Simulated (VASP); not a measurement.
Write the native input for VASP 6.6.1 that does the following.

```yaml
Task: single point
Functional: PBEsol
Potentials_or_basis: VASP PAW PBE potentials, release 64 (La)
Cutoff: 520 eV
k_mesh: 8 × 8 × 5
Occupations: fermi-dirac, width 0.05 eV
Spin: no spin polarisation
Dipole_correction: no
Further_INCAR_settings: ALGO = Normal; EDIFF = 1e-07; NBANDS = 18
```

The structure of La lies in POSCAR:

```
La
1.0
    3.1218397817      0.0000000000      0.0000000000
   -1.5609198908      2.7035925575      0.0000000000
    0.0000000000      0.0000000000      5.3827903821
La
2
Direct
    0.6666666667      0.3333333333      0.7500000000
    0.3333333333      0.6666666667      0.2500000000
```

The input as run:

INCAR

```
SYSTEM = La
  ALGO = Normal
  EDIFF = 1E-7
  ENCUT = 520
  GGA = PS
  ISIF = 2
  ISMEAR = -1
  LASPH = .True.
  LCHARG = .False.
  LREAL = .False.
  LWAVE = .False.
  NBANDS = 18
  NELM = 60
  PREC = Accurate
  SIGMA = 0.05
```

KPOINTS

```
k-points
0
Gamma
  8 8 5
  0 0 0
```

Potentials or basis: VASP PAW PBE potentials, release 64 (La).

The run is started by

```sh
$ cat potpaw_PBE.64/La/POTCAR > POTCAR
$ mpirun -np 1 vasp_std > vasp.out
```

Results of the run:

```yaml
Pressure: 20.4 GPa
Band_gap_on_the_k_mesh: zero (band 11 reaches 14.49 eV, above the bottom of band 12 at 12.27 eV)
```

Caveat: the PAW data sets were made with another functional, which shifts forces and pressure a little; spin-orbit coupling is left out, which moves the levels of the heavy elements.

Run time: 46 s on 1 thread of Intel(R) Xeon(R) Platinum 8259CL CPU @ 2.50GHz (Skylake/Cascade Lake), on a shared host, peak memory 0.18 GiB.
